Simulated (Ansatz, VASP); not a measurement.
## AlIn3Sb2N2 in VASP and in Ansatz

```
CELL_PARAMETERS angstrom
7.09293 0.00000 0.00000
0.00000 7.41208 0.00000
0.00000 0.00000 6.88137
ATOMIC_POSITIONS crystal
Al 0.00000 0.74894 0.94956
Al 0.50000 0.25106 0.44956
In 0.74149 0.61507 0.55930
In 0.25851 0.61507 0.55930
In 0.50000 0.78567 0.96403
In 0.00000 0.21433 0.46403
In 0.24149 0.38493 0.05930
In 0.75851 0.38493 0.05930
Sb 0.00000 0.84093 0.33741
Sb 0.50000 0.88459 0.36499
Sb 0.50000 0.15907 0.83741
Sb 0.00000 0.11541 0.86499
N 0.23182 0.63975 0.88270
N 0.76818 0.63975 0.88270
N 0.73182 0.36025 0.38270
N 0.26818 0.36025 0.38270
```

Alike in both runs: functional PBE; k mesh 6 × 4 × 6; occupations gaussian, width 0.1 eV; no spin polarisation.

Ansatz relaxed the structure, and its values are those at the end. VASP's run is a single point on that final structure, the one shown.

|  | VASP | Ansatz |
| --- | --- | --- |
| version | VASP 6.6.1 | Ansatz 0.2.0 |
| potentials or method | VASP PAW PBE potentials, release 64 (Al, In_d, Sb, N), cutoff 520 eV | scalar-relativistic, plane waves, PAW |
| valence electrons in the cell | 124 | 164 |

Ansatz gave:

```
gap on the k mesh at the Fermi level (eV) : none
pressure (GPa)                            : 0.0
rms of the force components (eV/Å)        : 0.002
```

Estimate VASP's values.

gap on the k mesh at the Fermi level (eV): none; pressure (GPa): 0.0; rms of the force components (eV/Å): 0.008.

A gap of «none» marks a metal or a gap that the smearing closes. VASP's potentials hold 124 valence electrons a cell and Ansatz's 164, so a difference there can come from the potentials and not from the codes.

Neither program's run includes spin-orbit coupling.
